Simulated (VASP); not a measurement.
Set up this calculation in VASP 6.6.1, as the native input.

| Item | Value |
| --- | --- |
| Task | single point |
| Functional | PBE |
| Potentials or basis | VASP PAW PBE potentials, release 64 (Re_sv_GW) |
| Cutoff | 500 eV |
| k mesh | 7 × 7 × 7 |
| Occupations | gaussian, width 0.05 eV |
| Spin | no spin polarisation |
| Dipole correction | no |
| Second run | valence_matched |
| Further INCAR settings | ALGO = Normal; EDIFF = 1e-06; NBANDS = 22 |

The structure of Re lies in POSCAR:

```
Re
1.0
    0.0000000000      2.7414699650      2.7414699650
    2.7414699650      0.0000000000      2.7414699650
    2.7414699650      2.7414699650      0.0000000000
Re
2
Direct
    0.0000000000      0.0000000000      0.0000000000
    0.2500000000      0.2500000000      0.2500000000
```

These files were run (other wordings do the same):

INCAR

```
SYSTEM = Re
PREC = Accurate
ENCUT = 500
EDIFF = 1E-6
ISMEAR = 0
SIGMA = 0.05
LREAL = .FALSE.
LASPH = .TRUE.
NELM = 120
ALGO = Normal
ISIF = 2
LWAVE = .FALSE.
LCHARG = .FALSE.
GGA = PE
NBANDS = 22
GGA_COMPAT = .FALSE.
```

KPOINTS

```
regular mesh
0
G
  7 7 7
  0 0 0
```

Potentials or basis: VASP PAW PBE potentials, release 64 (Re_sv_GW).

The run is started by

```bash
$ cat potpaw_PBE.64/Re_sv_GW/POTCAR > POTCAR
$ mpirun -np 1 vasp_std > vasp.out
```

Results of the run:

| Quantity | Value |
| --- | --- |
| Pressure | 18.3 GPa |
| Band gap on the k mesh | zero (band 15 reaches 8.63 eV, above the bottom of band 16 at 7.56 eV) |

Caveat: spin-orbit coupling is left out, which moves the levels of the heavy elements.

It used 28 s of CPU time on 1 thread of AMD EPYC 7R13 Processor (Zen 3), on a shared host.
